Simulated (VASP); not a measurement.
Ga7As, 8 atoms in the cell. It takes space group Im-3m (No. 229, cubic). The conventional cell has a = 6.803 Å, b = 6.803 Å, c = 6.803 Å, α = 90.00°, β = 90.00°, γ = 90.00°. Within 3.9 Å of Ga (site symmetry 4/mmm) lie 12 Ga at 2.95 to 3.40 Å and 2 As at 3.40 Å. Ga (site symmetry -3m) has 12 Ga at 2.95 to 3.40 Å and 2 As at 2.95 Å within 3.9 Å. Within 3.9 Å of As (site symmetry m-3m) lie 14 Ga at 2.95 to 3.40 Å. 

- Program: VASP 6.6.1
- Task: relaxation of cell and atoms
- Functional: PBE
- Potentials or basis: VASP PAW PBE potentials, release 64 (Ga_d, As)
- Cutoff: 600 eV
- k mesh: 4 × 4 × 4
- Occupations: gaussian, width 0.2 eV
- Spin: no spin polarisation
- Dipole correction: no
- Further INCAR settings: ALGO = Fast; EDIFF = 1e-07; IBRION = 2; EDIFFG = -0.08; NSW = 36; ISIF = 3

Potentials or basis: VASP PAW PBE potentials, release 64 (Ga_d, As).

Run with:

```sh
$ cat potpaw_PBE.64/Ga_d/POTCAR potpaw_PBE.64/As/POTCAR > POTCAR
$ mpirun -np 1 vasp_std > vasp.out
```

Hardware: 1 thread of Intel(R) Xeon(R) 6975P-C (Granite Rapids), with other jobs on the host.

Q: Estimate the wall time of this run.

A: It took 56 s on 1 thread of Intel(R) Xeon(R) 6975P-C (Granite Rapids), on a shared host, peak memory 0.35 GiB. Counts: scf iterations 16, k points 8, ion steps 1.
